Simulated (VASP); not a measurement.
# AlCo (NiAs type) (P6_3/mmc) in VASP: notebook

AlCo (NiAs type) is run at these levels: PBE; tasks: single point.

Program: VASP 6.6.1. These are calculated values, not measurements. Logs are shortened: lines on timing, memory, paths and dates and some standing lists are left out, and cuts for length are marked.

### 1 The cell of the first run

Symmetry: P6_3/mmc, No. 194, hexagonal system. The conventional cell has a = 2.526 Å, b = 2.526 Å, c = 7.220 Å, α = 90.00°, β = 90.00°, γ = 120.00°. Within 3.1 Å of Co (site symmetry -3m) lie 6 Al at 2.32 Å and 6 Co at 2.53 Å. Within 3.1 Å of Al (site symmetry -6m2) lie 6 Co at 2.32 Å and 6 Al at 2.53 Å.

### 2 Single point, PBE

Input file INCAR:

```
SYSTEM = AlCo
ALGO = Normal
EDIFF = 1E-6
ENCUT = 520
GGA = PE
ISIF = 2
ISMEAR = -1
LASPH = .TRUE.
LCHARG = .FALSE.
LREAL = .FALSE.
LWAVE = .FALSE.
NBANDS = 20
NELM = 100
PREC = Accurate
SIGMA = 0.08
```

Input file KPOINTS:

```
k-points
0
G
  11 11 7
  0 0 0
```

Input file POSCAR:

```
AlCo
1.0
    2.5255159869      0.0000000000      0.0000000000
   -1.2627579935      2.1871610023      0.0000000000
    0.0000000000      0.0000000000      7.2201375898
Co Al
2 2
Direct
    0.0000000000      0.0000000000      0.0000000000
    0.0000000000      0.0000000000      0.5000000000
    0.3333333333      0.6666666667      0.2500000000
    0.6666666667      0.3333333333      0.7500000000
```

Potentials or basis: VASP PAW PBE potentials, release 64 (Co, Al).

Run with:

```
$ cat potpaw_PBE.64/Co/POTCAR potpaw_PBE.64/Al/POTCAR > POTCAR
$ mpirun -np 1 vasp_std > vasp.out
```

OUTCAR:

```text
SYSTEM = AlCo
   EDIFF = 1E-6
   ENCUT = 520
   GGA = PE
   ISIF = 2
   ISMEAR = -1
   LASPH = .TRUE.
   LREAL = .FALSE.
   NELM = 100
   PREC = Accurate

 ion  position               nearest neighbor table
   1  0.000  0.000  0.000-   3 2.32   4 2.32   4 2.32   3 2.32   4 2.32   3 2.32
   2  0.000  0.000  0.500-   3 2.32   4 2.32   4 2.32   3 2.32   4 2.32   3 2.32
   3  0.333  0.667  0.250-   1 2.32   2 2.32   1 2.32   2 2.32   1 2.32   2 2.32
   4  0.667  0.333  0.750-   1 2.32   2 2.32   1 2.32   2 2.32   1 2.32   2 2.32

  LATTYP: Found a hexagonal cell.
 ALAT       =     2.5255159869
 C/A-ratio  =     2.8588762167

  Lattice vectors:

 A1 = (   2.5255159869,   0.0000000000,   0.0000000000)
 A2 = (  -1.2627579935,   2.1871610023,   0.0000000000)
 A3 = (   0.0000000000,   0.0000000000,   7.2201375898)

Analysis of symmetry for initial positions (statically):
=====================================================================
 Subroutine PRICEL returns:
 Original cell was already a primitive cell.

 Routine SETGRP: Setting up the symmetry group for a
 hexagonal supercell.

 Subroutine GETGRP returns: Found 24 space group operations
 (whereof 12 operations were pure point group operations)
 out of a pool of 24 trial point group operations.

The static configuration has the point symmetry D_3d.
 The point group associated with its full space group is D_6h.

Analysis of symmetry for dynamics (positions and initial velocities):
=====================================================================
 Subroutine PRICEL returns:
 Original cell was already a primitive cell.

 Routine SETGRP: Setting up the symmetry group for a
 hexagonal supercell.

 Subroutine GETGRP returns: Found 24 space group operations
 (whereof 12 operations were pure point group operations)
 out of a pool of 24 trial point group operations.

The dynamic configuration has the point symmetry D_3d.
 The point group associated with its full space group is D_6h.

 Subroutine INISYM returns: Found 24 space group operations
 (whereof 12 operations are pure point group operations),
 and found     1 'primitive' translations

----------------------------------------------------------------------------------------

                                     Primitive cell

  volume of cell :      39.8819

  direct lattice vectors                    reciprocal lattice vectors
     2.525515987  0.000000000  0.000000000     0.395958689  0.228606856  0.000000000
    -1.262757993  2.187161002  0.000000000     0.000000000  0.457213712  0.000000000
     0.000000000  0.000000000  7.220137590     0.000000000  0.000000000  0.138501516

  length of vectors
     2.525515987  2.525515987  7.220137590     0.457213712  0.457213712  0.138501516

  position of ions in fractional coordinates (direct lattice)
     0.000000000  0.000000000  0.000000000
     0.000000000  0.000000000  0.500000000
     0.333333333  0.666666667  0.250000000
     0.666666667  0.333333333  0.750000000

  ion indices of the primitive-cell ions
   primitive index   ion index
                 1           1
                 2           2
                 3           3
                 4           4

----------------------------------------------------------------------------------------

 KPOINTS: k-points

Automatic generation of k-mesh.
 Grid dimensions read from file:
 generate k-points for:   11   11    7

 Generating k-lattice:

  Cartesian coordinates                     Fractional coordinates (reciprocal lattice)
     0.035996244  0.020782441  0.000000000     0.090909091  0.000000000  0.000000000
     0.000000000  0.041564883  0.000000000     0.000000000  0.090909091  0.000000000
     0.000000000  0.000000000  0.019785931     0.000000000  0.000000000  0.142857143

  Length of vectors
     0.041564883  0.041564883  0.019785931

  Shift w.r.t. Gamma in fractional coordinates (k-lattice)
     0.000000000  0.000000000  0.000000000

 Subroutine IBZKPT returns following result:
 ===========================================

 Found     64 irreducible k-points:

 Following reciprocal coordinates:
            Coordinates               Weight
  0.000000  0.000000  0.000000      1.000000
  0.090909  0.000000  0.000000      6.000000
  0.181818  0.000000  0.000000      6.000000
  0.272727  0.000000  0.000000      6.000000
  0.363636  0.000000  0.000000      6.000000
  0.454545  0.000000  0.000000      6.000000
[... 16 lines left out ...]
  0.090909  0.090909  0.142857     12.000000
  0.181818  0.090909  0.142857     24.000000
 [... further k-points ...]
   k-points           NKPTS =     64   k-points in BZ     NKDIM =     64   number of bands    NBANDS=     20
   number of dos      NEDOS =    301   number of ions     NIONS =      4
   total plane-waves  NPLWV =  21600
   dimension x,y,z NGX =    20 NGY =   20 NGZ =   54
   dimension x,y,z NGXF=    40 NGYF=   40 NGZF=  108
   ions per type =               2   2
   NGX,Y,Z   is equivalent  to a cutoff of  13.17, 13.17, 12.43 a.u.
   NGXF,Y,Z  is equivalent  to a cutoff of  26.33, 26.33, 24.87 a.u.
 SYSTEM =  AlCo
   PREC   = accura    normal or accurate (medium, high low for compatibility)
   ISTART =      0    job   : 0-new  1-cont  2-samecut
   ICHARG =      2    charge: 1-file 2-atom 10-const
   ISPIN  =      1    spin polarized calculation?
   LNONCOLLINEAR =      F non collinear calculations
   LSORBIT =      F    spin-orbit coupling
   LASPH  =      T    aspherical Exc in radial PAW
   ENCUT  =  520.0 eV  38.22 Ry    6.18 a.u.   4.70  4.70 13.42*2*pi/ulx,y,z
   NELM   =    100;   NELMIN=  2; NELMDL= -5     # of ELM steps
   EDIFF  = 0.1E-05   stopping-criterion for ELM
   LREAL  =      F    real-space projection
   EDIFFG = 0.1E-04   stopping-criterion for IOM
   NSW    =      0    number of steps for IOM
   IBRION =     -1    ionic relax: 0-MD 1-quasi-New 2-CG
   NFREE  =      0    steps in history (QN), initial steepest desc. (CG)
   ISIF   =      2    stress and relaxation
   ISYM   =      2    0-nonsym 1-usesym 2-fastsym
   POTIM  = 0.5000    time-step for ionic-motion
   TEBEG  =    0.0;   TEEND  =   0.0 temperature during run
   PSTRESS=    0.0 pullay stress
   NELECT =      24.0000    total number of electrons
   NUPDOWN=      -1.0000    fix difference up-down
   EMIN   =  10.00;   EMAX   =-10.00  energy-range for DOS
   EFERMI =   0.00;   METHOD = LEGACY
   ISMEAR =    -1;   SIGMA  =   0.08  broadening in eV -4-tet -1-fermi 0-gaus
   EFERMI_NEDOS =   21; number of points for ismear=-14 and -15
   IALGO  =     38    algorithm
   IMIX   =      4    mixing-type and parameters
     AMIX     =   0.40;   BMIX     =  1.00
     AMIX_MAG =   1.60;   BMIX_MAG =  1.00
  volume/ion in A,a.u.               =       9.97        67.28
  Fermi-wavevector in a.u.,A,eV,Ry     =   1.382143  2.611872 25.991490  1.910321
  Thomas-Fermi vector in A             =   2.506862
   LORBIT       =      0    0 simple, 1 ext, 2 COOP (PROOUT), +10 PAW based schemes
   GGA     = PE    functional components
[... 5 lines left out ...]
 non-spin polarized calculation
  energy-cutoff  :      520.00
  volume of cell :       39.88
 maximum number of plane-waves:      1119
 NGX is ok and might be reduce to    20
   NGX =  9   NGY =  9   NGZ = 27

 number of electron      23.9999995 magnetization

 Free energy of the ion-electron system (eV)
  ---------------------------------------------------
  ext. energy  EPLUGINS =         0.00000000
  ---------------------------------------------------
  free energy    TOTEN  =       -21.71628146 eV

  energy without entropy =      -21.65601712  energy(sigma->0) =      -21.68614929

 E-fermi :  12.5846     XC(G=0): -13.0136

 val. band max:       12.5797235004   @ k =   0.3636   0.0909   0.4286
 cond. band min:      12.6246662957   @ k =   0.2727   0.1818   0.4286
 fundamental gap:      0.0449427953
 Fermi energy:        12.5846491740

 k-point     1 :       0.0000    0.0000    0.0000
  band No.  band energies     occupation
      1       0.4003      2.00000
      2       2.4590      2.00000
      3       4.4969      2.00000
      4       8.3378      2.00000
      5      10.2438      2.00000
      6      10.8067      2.00000
[... 12 lines left out ...]
     19      28.7856      0.00000
     20      28.7856      0.00000

 k-point     2 :       0.0909    0.0000    0.0000
  band No.  band energies     occupation
      1       0.6607      2.00000
      2       2.6709      2.00000
      3       4.7727      2.00000
      4       8.5071      2.00000
      5      10.3077      2.00000
      6      10.4178      2.00000
[... 12 lines left out ...]
     19      26.5485      0.00000
     20      27.9686      0.00000

 k-point     3 :       0.1818    0.0000    0.0000
  band No.  band energies     occupation
      1       1.4287      2.00000
      2       3.2939      2.00000
      3       5.5692      2.00000
      4       8.9290      2.00000
      5       9.8154      2.00000
      6      10.3433      2.00000
[... 12 lines left out ...]
     19      25.1262      0.00000
     20      26.7346      0.00000

 k-point     4 :       0.2727    0.0000    0.0000
  band No.  band energies     occupation
      1       2.6623      2.00000
      2       4.2843      2.00000
      3       6.7574      2.00000
      4       9.2418      2.00000
      5       9.3597      2.00000
      6      10.0814      2.00000
[... 429 lines left out ...]
 k-point    23 :       0.0909    0.0909    0.1429
  band No.  band energies     occupation
      1       1.2323      2.00000
      2       2.8907      2.00000
      3       5.5786      2.00000
      4       8.6702      2.00000
      5       9.9912      2.00000
      6      10.3808      2.00000
[... 12 lines left out ...]
     19      25.7115      0.00000
     20      25.7689      0.00000

 k-point    24 :       0.1818    0.0909    0.1429
  band No.  band energies     occupation
      1       2.2312      2.00000
      2       3.7354      2.00000
      3       6.5353      2.00000
      4       9.0793      2.00000
      5       9.6182      2.00000
      6      10.0583      2.00000
[... 12 lines left out ...]
     19      24.0962      0.00000
     20      25.0872      0.00000

 [... further k-points ...]

------------------------ aborting loop because EDIFF is reached ----------------------------------------

  FORCE on cell =-STRESS in cart. coord.  units (eV):
  Direction    XX          YY          ZZ          XY          YZ          ZX
  --------------------------------------------------------------------------------------
  -------------------------------------------------------------------------------------
  Total       12.4394694     12.4394694     12.3240716     -0.0000000      0.0000000      0.0000000
  in kB      499.7307695    499.7307695    495.0948903     -0.0000000      0.0000000      0.0000000
  external PRESSURE =     498.1854764 kB  Pullay stress =       0.0000000 kB

 VOLUME and BASIS-vectors are now :
 -----------------------------------------------------------------------------
  energy-cutoff  :      520.00
  volume of cell :       39.88
      direct lattice vectors                 reciprocal lattice vectors
     2.525515987  0.000000000  0.000000000     0.395958689  0.228606856  0.000000000
    -1.262757993  2.187161002  0.000000000     0.000000000  0.457213712  0.000000000
     0.000000000  0.000000000  7.220137590     0.000000000  0.000000000  0.138501516

 POSITION                                       TOTAL-FORCE (eV/Angst)
 -----------------------------------------------------------------------------------
      0.00000      0.00000      0.00000         0.000000      0.000000     -0.000000
      0.00000      0.00000      3.61007         0.000000      0.000000     -0.000000
     -0.00000      1.45811      1.80503        -0.000000     -0.000000     -0.000000
      1.26276      0.72905      5.41510         0.000000      0.000000      0.000000
 -----------------------------------------------------------------------------------
    total drift:                               -0.000000      0.000000      0.000000

  FREE ENERGIE OF THE ION-ELECTRON SYSTEM (eV)
  ---------------------------------------------------
  free  energy   TOTEN  =       -21.7162814647 eV

  energy  without entropy=      -21.6560171230  energy(sigma->0) =      -21.68614929
```

Wall time 73 s (1 thread of Intel Xeon 8259CL, shared host); peak memory 0.19 GiB.

What came out:

| Quantity | Value |
| --- | --- |
| Free energy | -21.7163 eV |
| Pressure | 49.8 GPa |
| Band gap on the k mesh | zero (band 12 reaches 13.62 eV, above the bottom of band 13 at 11.74 eV) |

Stress tensor (GPa, compression positive):
```
49.97  0.00  0.00
 0.00 49.97  0.00
 0.00  0.00 49.51
```

Spin polarisation is off, so any magnetic state and its effect on volume and gap are missing.

### 3 Single point, PBE

Input file INCAR:

```
ALGO = Normal
EDIFF = 1E-6
ENCUT = 520
GGA = PE
ISIF = 2
ISMEAR = -1
LASPH = T
LCHARG = T
LELF = T
LREAL = F
LVHAR = T
LWAVE = F
NBANDS = 20
NELM = 80
PREC = Accurate
SIGMA = 0.08
```

Input file KPOINTS:

```
k-points
0
Gamma
  11 11 7
```

POSCAR: that of step 2 with these lines changed.

```diff
@@ -3,3 +3,3 @@
     2.5255159869      0.0000000000      0.0000000000
-   -1.2627579935      2.1871610023      0.0000000000
+   -1.2627579935      2.1871610024      0.0000000000
     0.0000000000      0.0000000000      7.2201375898
```

Potentials or basis: VASP PAW PBE potentials, release 64 (Co, Al).

Run with:

```
$ cat potpaw_PBE.64/Co/POTCAR potpaw_PBE.64/Al/POTCAR > POTCAR
$ mpirun -np 1 vasp_std > vasp.out
```

Run time: 66 s. Hardware: 1 thread of Intel Xeon 8259CL, shared host; peak memory 0.19 GiB.

The run converged. Its results:

* Free energy: -21.7163 eV
* Pressure: 49.8 GPa
* Band gap on the k mesh: zero (band 12 reaches 13.62 eV, above the bottom of band 13 at 11.74 eV)

Stress tensor (GPa, compression positive):
```
49.97  0.00  0.00
 0.00 49.97  0.00
 0.00  0.00 49.51
```

Levels at points of the mesh, in eV from the Fermi level:
```tsv
k point	band 10	band 11	band 12	band 13	band 14	band 15	band 16	band 17
(0.00, 0.00, 0.00)	-1.65	-0.79	-0.79	-0.68	-0.68	4.33	10.68	14.83
```

Spin polarisation is off, so any magnetic state and its effect on volume and gap are missing.
